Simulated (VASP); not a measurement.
Here is a VASP 6.6.1 calculation.

File INCAR:

```
SYSTEM = ZrS2
PREC = Accurate
ENCUT = 400
EDIFF = 1E-6
ISMEAR = 0
SIGMA = 0.03
LREAL = .FALSE.
LASPH = .TRUE.
NELM = 120
ALGO = Normal
ISIF = 2
LWAVE = .FALSE.
LCHARG = .TRUE.
LDIPOL = .TRUE.
IDIPOL = 3
DIPOL = 0.5 0.5 0.285
GGA = PS
LELF = .TRUE.
LVHAR = .TRUE.
LVACPOTAV = .TRUE.
NBANDS = 19
GGA_COMPAT = .FALSE.
NELMDL = -8
```

File KPOINTS:

```
Automatic mesh
0
G
  12 12 1
  0 0 0
```

File POSCAR:

```
ZrS2
1.0
    3.6335712730      0.0000000000      0.0000000000
   -1.8167856365      3.1467650289      0.0000000000
    0.0000000000      0.0000000000     29.6000000022
S Zr
2 1
Direct
    0.3333333333      0.6666666667      0.2365599899
    0.6666666667      0.3333333333      0.3343859561
    0.0000000000      0.0000000000      0.2854729730
```

Potentials or basis: VASP PAW PBE potentials, release 64 (S, Zr_sv).

Run with:

```sh
$ cat potpaw_PBE.64/S/POTCAR potpaw_PBE.64/Zr_sv/POTCAR > POTCAR
$ mpirun -np 1 vasp_std > vasp.out
```

(1) Estimate the largest force.

(2) Predict the band gap on the k mesh.

## Answers

(1) 0.018 eV/Å.

(2) 1.04 eV, indirect (least direct gap 1.63 eV).

Caveat: the PAW data sets were made with another functional, which shifts forces and pressure a little.
